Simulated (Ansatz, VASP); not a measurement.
**MoS2: VASP beside Ansatz**

```
Mo S
1.0
     3.14919    0.00000    0.00000
    -1.57460    2.72728    0.00000
     0.00000    0.00000   12.08975
Mo S
2 4
Cartesian
  0.0000 1.8182 3.0224
  1.5746 0.9091 9.0673
  0.0000 1.8182 7.5016
  1.5746 0.9091 1.4567
  0.0000 1.8182 10.6331
  1.5746 0.9091 4.5882
```

Alike in both runs: task single point; functional PBE; dispersion D3(BJ); k mesh 10 × 10 × 4; occupations gaussian, width 0.05 eV; collinear spin.

```csv
,VASP,Ansatz
version,VASP 6.6.1,Ansatz 0.2.0
potentials or method,"VASP PAW PBE potentials, release 64 (Mo_sv, S), cutoff 520 eV","scalar-relativistic, plane waves, PAW"
valence electrons in the cell,52,52
```

```tsv
	VASP	Ansatz	Ansatz less VASP
gap on the k mesh at the Fermi level (eV)	0.84	0.82	-0.017
least direct gap on the mesh (eV)	1.91	1.90	-0.004
pressure (GPa)	-0.1	0.0	+0.14
rms of the force components (eV/Å)	0.005	0.001	-0.0041
net moment per atom (μB)	0.00	0.00	0.000
```

Atom by atom the forces differ by 0.006 eV/Å (rms over components). Ansatz's warnings: seeded moment not kept.
